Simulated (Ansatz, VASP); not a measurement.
## Two plane-wave programs on Fe

File INCAR:

```
SYSTEM = Fe
PREC = Accurate
ENCUT = 520
EDIFF = 1E-8
ISMEAR = -1
SIGMA = 0.05
LREAL = .FALSE.
LASPH = .TRUE.
NELM = 150
ALGO = Normal
ISIF = 2
LWAVE = .FALSE.
LCHARG = .FALSE.
ISPIN = 2
MAGMOM = 3
LORBIT = 11
LMAXMIX = 4
GGA = PE
LEFG = .TRUE.
NBANDS = 14
```

KPOINTS

```
Automatic mesh
0
G
  16 16 16
  0 0 0
```

POSCAR

```
Fe
1.0
    0.0000000000      1.9223222937      1.9651051623
    1.4834553128      0.0000000000      1.9651051623
    1.4834553128      1.9223222937      0.0000000000
Fe
1
Direct
    0.0000000000      0.0000000000      0.0000000000
```

Input for Ansatz:

```yaml
crystal:
  lattice:
    - [0.0, 1.9223222937, 1.9651051623]
    - [1.4834553128, 0.0, 1.9651051623]
    - [1.4834553128, 1.9223222937, 0.0]
  atoms:
    - { symbol: Fe, position: [0.0, 0.0, 0.0], spin: 3.0 }
magnetization:
  spin_polarized: true
kpoints:
  mp_grid: { grid: [16, 16, 16] }
scf:
  occupations: { method: fermi_dirac, width: 0.05 }
hamiltonian:
  xc: pbe
  pseudopotentials: { kind: paw }
output:
  forces: true
  stress: true
  eigenvalues: true
  efg: { contact_densities: true }
```

Change from the starting cell: equal xx and yy strain of -1 %, PAW files.

Alike in both runs: task electric field gradients; functional PBE; k mesh 16 × 16 × 16; occupations fermi-dirac, width 0.05 eV; collinear spin.

|  | VASP | Ansatz |
| --- | --- | --- |
| version | VASP 6.6.1 | Ansatz 0.2.0 |
| potentials or method | VASP PAW PBE potentials, release 64 (Fe) | PAW with Ansatz's default frozen-core files, scalar-relativistic |
| plane-wave cutoff (eV) | 520 | 420 |
| valence electrons in the cell | 8 | 16 |

```tsv
	VASP	Ansatz	Ansatz less VASP
pressure (GPa)	3.3	3.4	+0.05
traceless stress, the component that is largest in VASP (GPa)	-5.50	-5.54	-0.036
net moment per atom (μB)	2.19	2.16	-0.024
size of the moment on the site where the two differ most (μB)	2.18	2.20	+0.024
size of Vzz on the site where it differs most (V/Å²)	7.0	7.8	+0.81
```

Site moments also hang on the region over which each program counts them. VASP's potentials hold 8 valence electrons a cell and Ansatz's 16, so a difference there can come from the potentials and not from the codes.
